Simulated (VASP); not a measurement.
# La (Fm-3m) in VASP: notebook

La is run at these levels: PBE; tasks: single point, relaxation of cell and atoms.

Program: VASP 6.6.1. These are calculated values, not measurements. Logs are shortened: lines on timing, memory, paths and dates and some standing lists are left out, and cuts for length are marked.

## (1) The cell of the first run

It takes space group Fm-3m (No. 225, cubic). The conventional cell has a = 5.305 Å, b = 5.305 Å, c = 5.305 Å, α = 90.00°, β = 90.00°, γ = 90.00°. La (site symmetry m-3m) has 12 La at 3.75 Å within 4.9 Å.

This isn't the form of La at room conditions, which is double hcp.

## (2) Single point, PBE

Input file INCAR:

```
PREC     = Accurate       # precision mode
ENCUT    = 520            # plane-wave cutoff, eV
EDIFF    = 1E-7           # SCF threshold, eV
ISMEAR   = -1             # smearing method
SIGMA    = 0.1            # smearing width, eV
LREAL    = F              # projectors in reciprocal space
LASPH    = T              # aspherical terms in the spheres
NELM     = 60             # most SCF steps
ALGO     = Normal         # electronic algorithm
ISIF     = 2              # what is computed and relaxed
LWAVE    = F              # write WAVECAR
LCHARG   = F              # write CHGCAR
GGA      = PE             # functional
NBANDS   = 12             # bands
```

Input file KPOINTS:

```
Automatic mesh
0
Gamma
  10 10 10
```

Input file POSCAR:

```
La
1.0
    0.0000000000      2.6523757748      2.6523757748
    2.6523757748      0.0000000000      2.6523757748
    2.6523757748      2.6523757748      0.0000000000
La
1
Direct
    0.0000000000      0.0000000000      0.0000000000
```

Potentials or basis: VASP PAW PBE potentials, release 64 (La).

Launch:

```console
cat potpaw_PBE.64/La/POTCAR > POTCAR
mpirun -np 1 vasp_std > vasp.out
```

OUTCAR:

```text
PREC = Accurate
   ENCUT = 520
   EDIFF = 1E-7
   ISMEAR = -1
   LREAL = F
   LASPH = T
   NELM = 60
   ISIF = 2
   GGA = PE

 ion  position               nearest neighbor table
   1  0.000  0.000  0.000-

  LATTYP: Found a face centered cubic cell.
 ALAT       =     5.3047515496

  Lattice vectors:

 A1 = (   0.0000000000,   2.6523757748,   2.6523757748)
 A2 = (   2.6523757748,   0.0000000000,   2.6523757748)
 A3 = (   2.6523757748,   2.6523757748,   0.0000000000)

Analysis of symmetry for initial positions (statically):
=====================================================================
 Subroutine PRICEL returns:
 Original cell was already a primitive cell.

 Routine SETGRP: Setting up the symmetry group for a
 face centered cubic supercell.

 Subroutine GETGRP returns: Found 48 space group operations
 (whereof 48 operations were pure point group operations)
 out of a pool of 48 trial point group operations.

The static configuration has the point symmetry O_h .

Analysis of symmetry for dynamics (positions and initial velocities):
=====================================================================
 Subroutine PRICEL returns:
 Original cell was already a primitive cell.

 Routine SETGRP: Setting up the symmetry group for a
 face centered cubic supercell.

 Subroutine GETGRP returns: Found 48 space group operations
 (whereof 48 operations were pure point group operations)
 out of a pool of 48 trial point group operations.

The dynamic configuration has the point symmetry O_h .

 Subroutine INISYM returns: Found 48 space group operations
 (whereof 48 operations are pure point group operations),
 and found     1 'primitive' translations

----------------------------------------------------------------------------------------

                                     Primitive cell

  volume of cell :      37.3194

  direct lattice vectors                    reciprocal lattice vectors
     0.000000000  2.652375775  2.652375775    -0.188510242  0.188510242  0.188510242
     2.652375775  0.000000000  2.652375775     0.188510242 -0.188510242  0.188510242
     2.652375775  2.652375775  0.000000000     0.188510242  0.188510242 -0.188510242

  length of vectors
     3.751025793  3.751025793  3.751025793     0.326509317  0.326509317  0.326509317

  position of ions in fractional coordinates (direct lattice)
     0.000000000  0.000000000  0.000000000
[... 70 lines left out ...]
   ISPIN  =      1    spin polarized calculation?
   LNONCOLLINEAR =      F non collinear calculations
   LSORBIT =      F    spin-orbit coupling
   LASPH  =      T    aspherical Exc in radial PAW
   ENCUT  =  520.0 eV  38.22 Ry    6.18 a.u.   6.97  6.97  6.97*2*pi/ulx,y,z
   NELM   =     60;   NELMIN=  2; NELMDL= -5     # of ELM steps
   EDIFF  = 0.1E-06   stopping-criterion for ELM
   LREAL  =      F    real-space projection
   EDIFFG = 0.1E-05   stopping-criterion for IOM
   NSW    =      0    number of steps for IOM
   IBRION =     -1    ionic relax: 0-MD 1-quasi-New 2-CG
   NFREE  =      0    steps in history (QN), initial steepest desc. (CG)
   ISIF   =      2    stress and relaxation
   ISYM   =      2    0-nonsym 1-usesym 2-fastsym
   POTIM  = 0.5000    time-step for ionic-motion
   TEBEG  =    0.0;   TEEND  =   0.0 temperature during run
   PSTRESS=    0.0 pullay stress
   NELECT =      11.0000    total number of electrons
   NUPDOWN=      -1.0000    fix difference up-down
   EMIN   =  10.00;   EMAX   =-10.00  energy-range for DOS
   EFERMI =   0.00;   METHOD = LEGACY
   ISMEAR =    -1;   SIGMA  =   0.10  broadening in eV -4-tet -1-fermi 0-gaus
   EFERMI_NEDOS =   21; number of points for ismear=-14 and -15
   IALGO  =     38    algorithm
   IMIX   =      4    mixing-type and parameters
     AMIX     =   0.40;   BMIX     =  1.00
     AMIX_MAG =   1.60;   BMIX_MAG =  1.00
  volume/ion in A,a.u.               =      37.32       251.84
  Fermi-wavevector in a.u.,A,eV,Ry     =   1.089500  2.058857 16.150263  1.187011
  Thomas-Fermi vector in A             =   2.225705
   LORBIT       =      0    0 simple, 1 ext, 2 COOP (PROOUT), +10 PAW based schemes
   GGA     = PE    functional components
[... 5 lines left out ...]
 non-spin polarized calculation
  energy-cutoff  :      520.00
  volume of cell :       37.32
 maximum number of plane-waves:      1018
   NGX = 13   NGY = 13   NGZ = 13

 number of electron      10.9999999 magnetization

 Free energy of the ion-electron system (eV)
  ---------------------------------------------------
  ext. energy  EPLUGINS =         0.00000000
  ---------------------------------------------------
  free energy    TOTEN  =        -4.90928436 eV

  energy without entropy =       -4.84526402  energy(sigma->0) =       -4.87727419

 E-fermi :   7.8091     XC(G=0):  -9.5404

 val. band max:        7.8004519110   @ k =  -0.4000   0.3000   0.0000
 cond. band min:       7.8175259620   @ k =   0.3000   0.2000   0.1000
 fundamental gap:      0.0170740510
 Fermi energy:         7.8090895141

 k-point     1 :       0.0000    0.0000    0.0000
  band No.  band energies     occupation
      1     -25.0441      2.00000
      2      -8.0498      2.00000
      3      -8.0498      2.00000
      4      -8.0498      2.00000
      5       4.6379      2.00000
      6       9.1315      0.00000
      7       9.3052      0.00000
      8       9.3052      0.00000
      9       9.3052      0.00000
     10       9.6245      0.00000
     11       9.6245      0.00000
     12       9.6245      0.00000
[... 331 lines left out ...]
 k-point    24 :       0.4000    0.3000    0.0000
  band No.  band energies     occupation
      1     -24.8400      2.00000
      2      -9.0974      2.00000
      3      -8.4735      2.00000
      4      -8.4257      2.00000
      5       6.4275      2.00000
      6       6.9399      1.99966
      7       9.1567      0.00000
      8       9.6635      0.00000
      9       9.7226      0.00000
     10       9.7687      0.00000
     11       9.9455      0.00000
     12       9.9719      0.00000

 [... further k-points ...]
[... 5 lines left out ...]
  --------------------------------------------------------------------------------------
  -------------------------------------------------------------------------------------
  Total        0.0065177      0.0065177      0.0065177      0.0000000     -0.0000000      0.0000000
  in kB        0.2798135      0.2798135      0.2798135      0.0000000     -0.0000000      0.0000000
  external PRESSURE =       0.2798135 kB  Pullay stress =       0.0000000 kB

 VOLUME and BASIS-vectors are now :
 -----------------------------------------------------------------------------
  energy-cutoff  :      520.00
  volume of cell :       37.32
      direct lattice vectors                 reciprocal lattice vectors
     0.000000000  2.652375775  2.652375775    -0.188510242  0.188510242  0.188510242
     2.652375775  0.000000000  2.652375775     0.188510242 -0.188510242  0.188510242
     2.652375775  2.652375775  0.000000000     0.188510242  0.188510242 -0.188510242

 POSITION                                       TOTAL-FORCE (eV/Angst)
 -----------------------------------------------------------------------------------
      0.00000      0.00000      0.00000         0.000000      0.000000      0.000000
 -----------------------------------------------------------------------------------
    total drift:                                0.000000      0.000000      0.000000

  FREE ENERGIE OF THE ION-ELECTRON SYSTEM (eV)
  ---------------------------------------------------
  free  energy   TOTEN  =        -4.9092843646 eV

  energy  without entropy=       -4.8452640195  energy(sigma->0) =       -4.87727419
```

Run time: 58 s. Hardware: 1 thread of AMD EPYC 7R43 (Zen 3), shared host; peak memory 0.15 GiB.

Results:

```yaml
Free_energy: -4.9093 eV
Pressure: 0.0 GPa
Band_gap_on_the_k_mesh: zero (an odd number of electrons rules out a gap without spin polarisation)
```

Caveat: spin-orbit coupling is left out, which moves the levels of the heavy elements.

## (3) Single point, PBE (40.30 Å³/atom)

This run uses another cell than the first one, of 40.30 Å³/atom.

Input file INCAR:

```
PREC = Accurate
ENCUT = 520
EDIFF = 1E-6
ISMEAR = -1
SIGMA = 0.1
LREAL = F
LASPH = T
NELM = 100
ALGO = Normal
ISIF = 2
LWAVE = F
LCHARG = F
GGA = PE
NBANDS = 12
```

Input file KPOINTS:

```
regular mesh
0
Gamma
  12 12 12
```

Input file POSCAR:

```
La
1.0
    0.0000000000      2.7212992659      2.7212992659
    2.7212992659      0.0000000000      2.7212992659
    2.7212992659      2.7212992659      0.0000000000
La
1
Direct
    0.0000000000      0.0000000000      0.0000000000
```

Potentials or basis: VASP PAW PBE potentials, release 64 (La).

Launch:

```console
cat potpaw_PBE.64/La/POTCAR > POTCAR
mpirun -np 1 vasp_std > vasp.out
```

OUTCAR:

```text
PREC = Accurate
   ENCUT = 520
   EDIFF = 1E-6
   ISMEAR = -1
   LREAL = F
   LASPH = T
   NELM = 100
   ISIF = 2
   GGA = PE

 ion  position               nearest neighbor table
   1  0.000  0.000  0.000-

  LATTYP: Found a face centered cubic cell.
 ALAT       =     5.4425985318

  Lattice vectors:

 A1 = (   0.0000000000,   2.7212992659,   2.7212992659)
 A2 = (   2.7212992659,   0.0000000000,   2.7212992659)
 A3 = (   2.7212992659,   2.7212992659,   0.0000000000)

Analysis of symmetry for initial positions (statically):
[... 528 lines left out ...]
      4      -9.1866      2.00000
      5       6.0755      1.99993
      6       7.3281      0.18571
      7       8.3975      0.00000
      8       8.5733      0.00000
      9       8.7258      0.00000
     10       8.7732      0.00000
     11       8.9971      0.00000
     12       9.1571      0.00000

 [... further k-points ...]
[... 5 lines left out ...]
  --------------------------------------------------------------------------------------
  -------------------------------------------------------------------------------------
  Total       -0.4619377     -0.4619377     -0.4619377     -0.0000000     -0.0000000      0.0000000
  in kB      -18.3626374    -18.3626374    -18.3626374     -0.0000000     -0.0000000      0.0000000
  external PRESSURE =     -18.3626374 kB  Pullay stress =       0.0000000 kB

 VOLUME and BASIS-vectors are now :
 -----------------------------------------------------------------------------
  energy-cutoff  :      520.00
  volume of cell :       40.30
      direct lattice vectors                 reciprocal lattice vectors
     0.000000000  2.721299266  2.721299266    -0.183735764  0.183735764  0.183735764
     2.721299266  0.000000000  2.721299266     0.183735764 -0.183735764  0.183735764
     2.721299266  2.721299266  0.000000000     0.183735764  0.183735764 -0.183735764

 POSITION                                       TOTAL-FORCE (eV/Angst)
 -----------------------------------------------------------------------------------
      0.00000      0.00000      0.00000         0.000000      0.000000      0.000000
 -----------------------------------------------------------------------------------
    total drift:                               -0.000000     -0.000000     -0.000000

  FREE ENERGIE OF THE ION-ELECTRON SYSTEM (eV)
  ---------------------------------------------------
  free  energy   TOTEN  =        -4.8934891190 eV

  energy  without entropy=       -4.8301637947  energy(sigma->0) =       -4.86182646
```

OSZICAR:

```text
N       E                     dE             d eps       ncg     rms          rms(c)
DAV:   1     0.102574902126E+03    0.10257E+03   -0.37130E+03  1728   0.112E+03
DAV:   2     0.195008132558E+01   -0.10062E+03   -0.96658E+02  2264   0.176E+02
DAV:   3    -0.455919049434E+01   -0.65093E+01   -0.63086E+01  2340   0.771E+01
DAV:   4    -0.487812678399E+01   -0.31894E+00   -0.31199E+00  3152   0.121E+01
DAV:   5    -0.489331900022E+01   -0.15192E-01   -0.15177E-01  3144   0.253E+00    0.188E+00
DAV:   6    -0.488697884894E+01    0.63402E-02   -0.10040E-02  2992   0.802E-01    0.115E+00
DAV:   7    -0.488986663418E+01   -0.28878E-02   -0.49918E-02  2336   0.168E+00    0.199E-01
DAV:   8    -0.488675905073E+01    0.31076E-02   -0.51400E-03  3036   0.636E-01    0.279E-01
DAV:   9    -0.489326466694E+01   -0.65056E-02   -0.33067E-02  2304   0.134E+00    0.608E-02
DAV:  10    -0.489348559160E+01   -0.22092E-03   -0.22980E-03  2976   0.391E-01    0.741E-02
DAV:  11    -0.489349773915E+01   -0.12148E-04   -0.16118E-04  2840   0.576E-02    0.801E-02
DAV:  12    -0.489348061266E+01    0.17126E-04   -0.19201E-05  3412   0.482E-02    0.103E-01
DAV:  13    -0.489349194189E+01   -0.11329E-04   -0.21629E-04  3408   0.178E-01    0.221E-02
DAV:  14    -0.489351538506E+01   -0.23443E-04   -0.80428E-05  3424   0.100E-01    0.760E-02
DAV:  15    -0.489349352665E+01    0.21858E-04   -0.16113E-05  3428   0.517E-02    0.466E-02
DAV:  16    -0.489348988069E+01    0.36460E-05   -0.57052E-06  3424   0.261E-02    0.284E-02
DAV:  17    -0.489348911899E+01    0.76170E-06   -0.62904E-06  3416   0.303E-02
   1 F= -.48934891E+01 E0= -.48618265E+01  d E =-.633253E-01
```

stdout:

```text
POSCAR found type information on POSCAR La
 POSCAR found :  1 types and       1 ions
 scaLAPACK will be used
 LDA part: xc-table for (Slater+PW92), standard interpolation
 POSCAR, INCAR and KPOINTS ok, starting setup
 FFT: planning ... GRIDC
 FFT: planning ... GRID_SOFT
 FFT: planning ... GRID
 WAVECAR not read
 entering main loop
```

Wall time 99 s (1 thread of AMD EPYC 7R43 (Zen 3), shared host); peak memory 0.18 GiB.

Results:

| Item | Value |
| --- | --- |
| Free energy | -4.8935 eV |
| Pressure | -1.8 GPa |
| Band gap on the k mesh | zero (an odd number of electrons rules out a gap without spin polarisation) |

Levels at points of the mesh, in eV from the Fermi level:
```tsv
k point	band 3	band 4	band 5	band 6	band 7	band 8
(0.00, 0.00, 0.00)	-16.11	-16.11	-3.21	1.24	1.44	1.44
(0.50, 0.00, 0.00)	-16.25	-16.25	-1.62	1.25	1.26	1.26
(0.50, 0.50, 0.00)	-16.49	-16.49	-1.77	-1.20	1.69	1.72
```

Caveat: spin-orbit coupling is left out, which moves the levels of the heavy elements.

## (4) Relaxation of cell and atoms, PBE

This run uses another cell than the first one, of 37.42 Å³/atom.

Input file INCAR:

```
  PREC = Accurate
  ENCUT = 600
  EDIFF = 1E-6
  ISMEAR = -1
  SIGMA = 0.1
  LREAL = False
  LASPH = True
  NELM = 100
  ALGO = Normal
  ISIF = 3
  LWAVE = False
  LCHARG = False
  GGA = PE
  IBRION = 2
  NSW = 80
  EDIFFG = -0.01
```

Input file KPOINTS:

```
regular mesh
0
Gamma
  10 10 10
```

Input file POSCAR:

```
La
1.0
    0.0000000000      2.6546496237      2.6546496237
    2.6546496237      0.0000000000      2.6546496237
    2.6546496237      2.6546496237      0.0000000000
La
1
Direct
    0.0000000000      0.0000000000      0.0000000000
```

Launch:

```console
cat potpaw_PBE.64/La/POTCAR > POTCAR
mpirun -np 1 vasp_std > vasp.out
```

It took 52 s on 1 thread of AMD EPYC 7R43 (Zen 3), shared host; peak memory 0.16 GiB.

It converged, with:

```yaml
Free_energy: -4.9101 eV
Pressure_after_relaxing: 0.0 GPa
Band_gap_on_the_k_mesh: zero (an odd number of electrons rules out a gap without spin polarisation)
```

Final structure:
```
CELL_PARAMETERS angstrom
0.00000 2.65465 2.65465
2.65465 0.00000 2.65465
2.65465 2.65465 0.00000
ATOMIC_POSITIONS crystal
La 0.00000 0.00000 0.00000
```

Levels at points of the mesh, in eV from the Fermi level:
```tsv
k point	band 3	band 4	band 5	band 6	band 7	band 8
(0.00, 0.00, 0.00)	-15.87	-15.87	-3.17	1.32	1.49	1.49
(0.50, 0.00, 0.00)	-16.04	-16.04	-1.69	1.29	1.29	1.34
(0.50, 0.50, 0.00)	-16.35	-16.35	-1.95	-1.36	1.90	1.90
```

Caveat: the relaxation stopped at its first step, so nothing moved; spin-orbit coupling is left out, which moves the levels of the heavy elements.

## (5) Single point, PBE

Input file INCAR:

```
SYSTEM = La
PREC = Accurate
ENCUT = 520
EDIFF = 1E-7
ISMEAR = -1
SIGMA = 0.1
LREAL = .False.
LASPH = .True.
NELM = 100
ALGO = Normal
ISIF = 2
LWAVE = .False.
LCHARG = .False.
GGA = PE
NBANDS = 12
```

Input file KPOINTS:

```
regular mesh
0
Gamma
  17 17 17
  0 0 0
```

Input file POSCAR:

```
La
1.0
    0.0000000000      2.6523757748      2.6523757748
    2.6523757748      0.0000000000      2.6523757748
    2.6523757748      2.6523757748      0.0000000000
La
1
Direct
    0.0000000000      0.0000000000      0.0000000000
```

Launch:

```console
cat potpaw_PBE.64/La/POTCAR > POTCAR
mpirun -np 1 vasp_std > vasp.out
```

Wall time 3.1 min (1 thread of AMD EPYC 7R43 (Zen 3), shared host); peak memory 0.2 GiB.

The run converged. Its results:

```
Free energy            : -4.9118 eV
Pressure               : -0.1 GPa
Band gap on the k mesh : zero (an odd number of electrons rules out a gap without spin polarisation)
```

Levels at points of the mesh, in eV from the Fermi level:
```
           k point  band 1  band 2  band 3  band 4  band 5  band 6  band 7  band 8  band 9  band 10
(0.00, 0.00, 0.00)  -32.86  -15.86  -15.86  -15.86   -3.17    1.32    1.49    1.49    1.49     1.81
```

Caveat: spin-orbit coupling is left out, which moves the levels of the heavy elements.

[end of part 1 of 2]
